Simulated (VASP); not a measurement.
# P (Pm-3m) in VASP: a series of runs, part 3 of 3

VASP 6.6.1.

## 6. Relaxation of cell and atoms, PBE

File INCAR:

```
ALGO = Normal ; EDIFF = 1E-7
EDIFFG = -0.01 ; ENCUT = 500
GGA = PE ; GGA_COMPAT = F
IBRION = 2 ; ISIF = 3
ISMEAR = 0 ; LASPH = T
LCHARG = F ; LREAL = F
LWAVE = F ; NELM = 120
NELMIN = 4 ; NSW = 80
PREC = Accurate ; SIGMA = 0.1
```

File KPOINTS:

```
k-points
0
Gamma
  18 18 18
```

File POSCAR:

```
P
1.0
    2.4434791982      0.0000000000      0.0000000000
    0.0000000000      2.4434791982      0.0000000000
    0.0000000000      0.0000000000      2.4434791982
P
1
Direct
    0.0000000000      0.0000000000      0.0000000000
```

Potentials or basis: VASP PAW PBE potentials, release 64 (P).

Run with:

```sh
cat potpaw_PBE.64/P/POTCAR > POTCAR
mpirun -np 1 vasp_std > vasp.out
```

OUTCAR:

```text
EDIFF = 1E-7
   EDIFFG = -0.01
   ENCUT = 500
   GGA = PE
   IBRION = 2
   ISIF = 3
   ISMEAR = 0
   LASPH = T
   LREAL = F
   NELM = 120
   NELMIN = 4
   NSW = 80
   PREC = Accurate

 ion  position               nearest neighbor table
   1  0.000  0.000  0.000-

  LATTYP: Found a simple cubic cell.
 ALAT       =     2.4434791982

  Lattice vectors:

 A1 = (   2.4434791982,   0.0000000000,   0.0000000000)
 A2 = (   0.0000000000,   2.4434791982,   0.0000000000)
 A3 = (   0.0000000000,   0.0000000000,   2.4434791982)

Analysis of symmetry for initial positions (statically):
=====================================================================
 Subroutine PRICEL returns:
 Original cell was already a primitive cell.

 Routine SETGRP: Setting up the symmetry group for a
 simple cubic supercell.

 Subroutine GETGRP returns: Found 48 space group operations
 (whereof 48 operations were pure point group operations)
 out of a pool of 48 trial point group operations.

The static configuration has the point symmetry O_h .

Analysis of symmetry for dynamics (positions and initial velocities):
=====================================================================
 Subroutine PRICEL returns:
 Original cell was already a primitive cell.

 Routine SETGRP: Setting up the symmetry group for a
 simple cubic supercell.

 Subroutine GETGRP returns: Found 48 space group operations
 (whereof 48 operations were pure point group operations)
 out of a pool of 48 trial point group operations.

The dynamic configuration has the point symmetry O_h .

 Subroutine INISYM returns: Found 48 space group operations
 (whereof 48 operations are pure point group operations),
 and found     1 'primitive' translations

----------------------------------------------------------------------------------------

                                     Primitive cell

  volume of cell :      14.5890

  direct lattice vectors                    reciprocal lattice vectors
     2.443479198  0.000000000  0.000000000     0.409252512  0.000000000  0.000000000
     0.000000000  2.443479198  0.000000000     0.000000000  0.409252512  0.000000000
     0.000000000  0.000000000  2.443479198     0.000000000  0.000000000  0.409252512

  length of vectors
     2.443479198  2.443479198  2.443479198     0.409252512  0.409252512  0.409252512

  position of ions in fractional coordinates (direct lattice)
     0.000000000  0.000000000  0.000000000

  ion indices of the primitive-cell ions
   primitive index   ion index
                 1           1

----------------------------------------------------------------------------------------

 KPOINTS: k-points

Automatic generation of k-mesh.
 Grid dimensions read from file:
 generate k-points for:   18   18   18

 Generating k-lattice:

  Cartesian coordinates                     Fractional coordinates (reciprocal lattice)
     0.022736251  0.000000000  0.000000000     0.055555556  0.000000000  0.000000000
     0.000000000  0.022736251  0.000000000     0.000000000  0.055555556  0.000000000
     0.000000000  0.000000000  0.022736251     0.000000000  0.000000000  0.055555556

  Length of vectors
     0.022736251  0.022736251  0.022736251

[... 37 lines left out ...]
   total plane-waves  NPLWV =   5832
   dimension x,y,z NGX =    18 NGY =   18 NGZ =   18
   dimension x,y,z NGXF=    36 NGYF=   36 NGZF=   36
   ions per type =               1
   NGX,Y,Z   is equivalent  to a cutoff of  12.25, 12.25, 12.25 a.u.
   NGXF,Y,Z  is equivalent  to a cutoff of  24.49, 24.49, 24.49 a.u.
 SYSTEM =  unknown system
   PREC   = accura    normal or accurate (medium, high low for compatibility)
   ISTART =      0    job   : 0-new  1-cont  2-samecut
   ICHARG =      2    charge: 1-file 2-atom 10-const
   ISPIN  =      1    spin polarized calculation?
   LNONCOLLINEAR =      F non collinear calculations
   LSORBIT =      F    spin-orbit coupling
   LASPH  =      T    aspherical Exc in radial PAW
   ENCUT  =  500.0 eV  36.75 Ry    6.06 a.u.   4.46  4.46  4.46*2*pi/ulx,y,z
   NELM   =    120;   NELMIN=  4; NELMDL= -5     # of ELM steps
   EDIFF  = 0.1E-06   stopping-criterion for ELM
   LREAL  =      F    real-space projection
   EDIFFG = -.1E-01   stopping-criterion for IOM
   NSW    =     80    number of steps for IOM
   IBRION =      2    ionic relax: 0-MD 1-quasi-New 2-CG
   NFREE  =      1    steps in history (QN), initial steepest desc. (CG)
   ISIF   =      3    stress and relaxation
   ISYM   =      2    0-nonsym 1-usesym 2-fastsym
   POTIM  = 0.5000    time-step for ionic-motion
   TEBEG  =    0.0;   TEEND  =   0.0 temperature during run
   PSTRESS=    0.0 pullay stress
   NELECT =       5.0000    total number of electrons
   NUPDOWN=      -1.0000    fix difference up-down
   EMIN   =  10.00;   EMAX   =-10.00  energy-range for DOS
   EFERMI =   0.00;   METHOD = LEGACY
   ISMEAR =     0;   SIGMA  =   0.10  broadening in eV -4-tet -1-fermi 0-gaus
   EFERMI_NEDOS =   21; number of points for ismear=-14 and -15
   IALGO  =     38    algorithm
   IMIX   =      4    mixing-type and parameters
     AMIX     =   0.40;   BMIX     =  1.00
     AMIX_MAG =   1.60;   BMIX_MAG =  1.00
  volume/ion in A,a.u.               =      14.59        98.45
  Fermi-wavevector in a.u.,A,eV,Ry     =   1.145661  2.164986 17.858184  1.312539
  Thomas-Fermi vector in A             =   2.282349
   LORBIT       =      0    0 simple, 1 ext, 2 COOP (PROOUT), +10 PAW based schemes
   GGA     = PE    functional components
   LHFCALC =     F    Hartree Fock is set to
   AEXX    =    0.0000 exact exchange contribution
   IVDW    =     0    specifies the selected vdW correction
   LEPSILON=     F    determine dielectric tensor
   LRPA    =     F    only Hartree local field effects (RPA)
 conjugate gradient relaxation of ions
 non-spin polarized calculation
 Gauss-broadening in eV      SIGMA  =   0.10
  energy-cutoff  :      500.00
  volume of cell :       14.59
 maximum number of plane-waves:       385
 NGX is ok and might be reduce to    18
   NGX =  9   NGY =  9   NGZ =  9

--------------------------------------- Ionic step        1  -------------------------------------------

 number of electron       4.9999999 magnetization

 Free energy of the ion-electron system (eV)
  ---------------------------------------------------
  ext. energy  EPLUGINS =         0.00000000
  ---------------------------------------------------
  free energy    TOTEN  =        -5.26606574 eV

  energy without entropy =       -5.26381943  energy(sigma->0) =       -5.26494258

------------------------ aborting loop because EDIFF is reached ----------------------------------------

  FORCE on cell =-STRESS in cart. coord.  units (eV):
  Direction    XX          YY          ZZ          XY          YZ          ZX
  --------------------------------------------------------------------------------------
  -------------------------------------------------------------------------------------
  Total        0.0328952      0.0328952      0.0328952      0.0000000     -0.0000000      0.0000000
  in kB        3.6125734      3.6125734      3.6125734      0.0000000     -0.0000000      0.0000000
  external PRESSURE =       3.6125734 kB  Pullay stress =       0.0000000 kB
[... 57 lines left out ...]
--------------------------------------- Ionic step        3  -------------------------------------------

 number of electron       4.9999999 magnetization

 Free energy of the ion-electron system (eV)
  ---------------------------------------------------
  ext. energy  EPLUGINS =         0.00000000
  ---------------------------------------------------
  free energy    TOTEN  =        -5.26611585 eV

  energy without entropy =       -5.26387013  energy(sigma->0) =       -5.26499299

 E-fermi :   9.4894     XC(G=0): -11.2565

 val. band max:        9.4491097696   @ k =   0.1667   0.1111   0.0000
 cond. band min:       9.4948037002   @ k =   0.1667   0.1667   0.1111
 fundamental gap:      0.0456939306
 Fermi energy:         9.4894072970

 k-point     1 :       0.0000    0.0000    0.0000
  band No.  band energies     occupation
      1      -6.8771      2.00000
      2      14.5632      0.00000
      3      14.5632      0.00000
      4      14.5632      0.00000
      5      16.3839      0.00000
      6      16.3839      0.00000
[... 199 lines left out ...]
 k-point    24 :       0.3333    0.1111    0.0000
  band No.  band energies     occupation
      1      -4.1689      2.00000
      2       4.2526      2.00000
      3      13.3258      0.00000
      4      16.5632      0.00000
      5      20.1228      0.00000
      6      22.8204      0.00000

 [... further k-points ...]

------------------------ aborting loop because EDIFF is reached ----------------------------------------

  FORCE on cell =-STRESS in cart. coord.  units (eV):
  Direction    XX          YY          ZZ          XY          YZ          ZX
  --------------------------------------------------------------------------------------
  -------------------------------------------------------------------------------------
  Total        0.0003918      0.0003918      0.0003918     -0.0000000      0.0000000     -0.0000000
  in kB        0.0428939      0.0428939      0.0428939     -0.0000000      0.0000000     -0.0000000
  external PRESSURE =       0.0428939 kB  Pullay stress =       0.0000000 kB
[... 16 lines left out ...]
  FREE ENERGIE OF THE ION-ELECTRON SYSTEM (eV)
  ---------------------------------------------------
  free  energy   TOTEN  =        -5.2661158528 eV

  energy  without entropy=       -5.2638701307  energy(sigma->0) =       -5.26499299

 reached required accuracy - stopping structural energy minimisation
```

CONTCAR:

```text
P
   1.00000000000000
     2.4459938959696585    0.0000000000000000    0.0000000000000000
     0.0000000000000000    2.4459938959696585    0.0000000000000000
    -0.0000000000000000   -0.0000000000000000    2.4459938959696581
  P
     1
Direct
     0.0000000000000000    0.0000000000000000    0.0000000000000000

  0.00000000E+00  0.00000000E+00  0.00000000E+00
```

Run time: 19 s. Hardware: 1 thread of Intel Xeon 8259CL, shared host; peak memory 0.12 GiB.

Results:

| Property | Result |
| --- | --- |
| Free energy | -5.2661 eV |
| Relaxed volume | 14.63 Å³/atom |
| Relaxed cell | a = 2.446 Å, b = 2.446 Å, c = 2.446 Å, α = 90.00°, β = 90.00°, γ = 90.00° |
| Space group after relaxing (to 0.1 Å) | Pm-3m (No. 221) |
| Energy gained by relaxing | 0.1 meV/atom |
| Ionic steps | 3 |
| Pressure after relaxing | 0.0 GPa |
| Band gap on the k mesh | zero (an odd number of electrons rules out a gap without spin polarisation) |

Final structure:
```
CELL_PARAMETERS angstrom
2.44599 0.00000 0.00000
0.00000 2.44599 0.00000
0.00000 0.00000 2.44599
ATOMIC_POSITIONS crystal
P 0.00000 0.00000 0.00000
```

Caveat: an odd number of electrons without spin polarisation forces a metal; a magnetic or distorted state may lie lower.

## 7. Summary

```tsv
task	cell	k mesh	gap on the mesh (eV)	pressure (GPa)	relaxed volume (Å³/atom)
single point	a = 2.443 Å, 1 atom	8 × 8 × 8	none	-0.2	-
single point	a = 2.615 Å, 1 atom	8 × 8 × 8	none	-13.6	-
relaxation of cell and atoms	relaxed from a = 2.615 Å, 1 atom	8 × 8 × 8	none	0.1	14.55
single point	a = 2.448 Å, 1 atom	18 × 18 × 18	none	-0.3	-
relaxation of cell and atoms	relaxed from a = 2.443 Å, 1 atom	18 × 18 × 18	none	0.0	14.63
```

Alike in all rows: level PBE; potentials or basis VASP PAW PBE potentials, release 64 (P); no spin polarisation; cutoff (eV) 500; smearing gaussian 0.1 eV.

Caveats: an odd number of electrons without spin polarisation forces a metal; a magnetic or distorted state may lie lower; the cell stands under tension (at least some runs); the volume moved by over 15 % at a fixed basis, so the end points are rough (at least some runs).

Total energies depend on the potentials used, so only differences within one code and one set of settings carry meaning.

The gap in the log of VASP goes by the Fermi energy; the results here count the filled bands.